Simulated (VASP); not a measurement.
Write the native input for VASP 6.6.1 that does the following.

- Task: single point
- Functional: PBEsol
- Potentials or basis: VASP PAW PBE potentials, release 64 (Sn_d)
- Cutoff: 520 eV
- k mesh: 20 × 20 × 20
- Occupations: gaussian, width 0.15 eV
- Spin: no spin polarisation
- Dipole correction: no
- Further INCAR settings: ALGO = Fast; EDIFF = 1e-06; NBANDS = 13

The structure of Sn lies in POSCAR:

```
Sn
1.0
   -1.7046755023      1.7755470000      2.3221988604
    1.7484024977     -1.7755470000      2.3544851396
    1.7046755023      1.7755470000     -2.3221988604
Sn
1
Direct
    0.0000000000      0.0000000000      0.0000000000
```

This cell differs from its parent crystal: strain +0.0187 x Voigt [0, 0, 0, 0, 1, 0].

The input as run:

INCAR

```
SYSTEM = Sn
ALGO = Fast
EDIFF = 1E-6
ENCUT = 520
GGA = PS
ISIF = 2
ISMEAR = 0
LASPH = .True.
LCHARG = .False.
LREAL = .False.
LWAVE = .False.
NBANDS = 13
NELM = 60
PREC = Accurate
SIGMA = 0.15
```

KPOINTS

```
k-points
0
Gamma
  20 20 20
  0 0 0
```

Potentials or basis: VASP PAW PBE potentials, release 64 (Sn_d).

Command:

```bash
$ cat potpaw_PBE.64/Sn_d/POTCAR > POTCAR
$ mpirun -np 1 vasp_std > vasp.out
```

Results of the run:

```
Pressure               : -3.6 GPa
Band gap on the k mesh : zero (bands 7 and 8 overlap by 8.98 eV)
```

Caveat: the cell differs from its parent crystal (strain +0.0187 x Voigt [0, 0, 0, 0, 1, 0]); the cell stands under tension; the PAW data sets were made with another functional, which shifts forces and pressure a little; spin-orbit coupling is left out, which moves the levels of the heavy elements.

Run time: 21 min on 1 thread of Oxide Virtual Turin-like Processor, with other jobs on the host, peak memory 0.73 GiB.
